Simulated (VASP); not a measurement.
Wanted: the native input for a VASP 6.6.1 run.

* Task: single point
* Functional: PBE
* Potentials or basis: VASP PAW PBE potentials, release 64 (Sn_d)
* Cutoff: 520 eV
* k mesh: 9 × 9 × 9
* Occupations: gaussian, width 0.027 eV
* Spin: no spin polarisation
* Dipole correction: no
* Further INCAR settings: ALGO = Fast; EDIFF = 1e-06; NBANDS = 21

The structure of Sn lies in POSCAR:

```
Sn
1.0
   -2.9401404553      2.9401404553      1.5993019889
    2.9401404553     -2.9401404553      1.5993019889
    2.9401404553      2.9401404553     -1.5993019889
Sn
2
Direct
    0.0000000000      0.0000000000      0.0000000000
    0.7500000000      0.2500000000      0.5000000000
```

One way to write it, as run:

INCAR

```
PREC = Accurate ; ENCUT = 520
EDIFF = 1E-6 ; ISMEAR = 0
SIGMA = 0.027000000000000003 ; LREAL = False
LASPH = True ; NELM = 80
ALGO = Fast ; ISIF = 2
LWAVE = False ; LCHARG = False
GGA = PE ; NBANDS = 21
```

KPOINTS

```
Automatic mesh
0
Gamma
  9 9 9
```

Potentials or basis: VASP PAW PBE potentials, release 64 (Sn_d).

Run with:

```bash
$ cat potpaw_PBE.64/Sn_d/POTCAR > POTCAR
$ mpirun -np 1 vasp_std > vasp.out
```

Results of the run:

| Item | Value |
| --- | --- |
| Pressure | 1.4 GPa |
| Band gap on the k mesh | zero (band 14 reaches 8.97 eV, above the bottom of band 15 at 5.01 eV) |

Caveat: spin-orbit coupling is left out, which moves the levels of the heavy elements.

Run time: 94 s on 1 thread of Intel(R) Xeon(R) Platinum 8488C (Sapphire Rapids), on a shared host, peak memory 0.24 GiB.
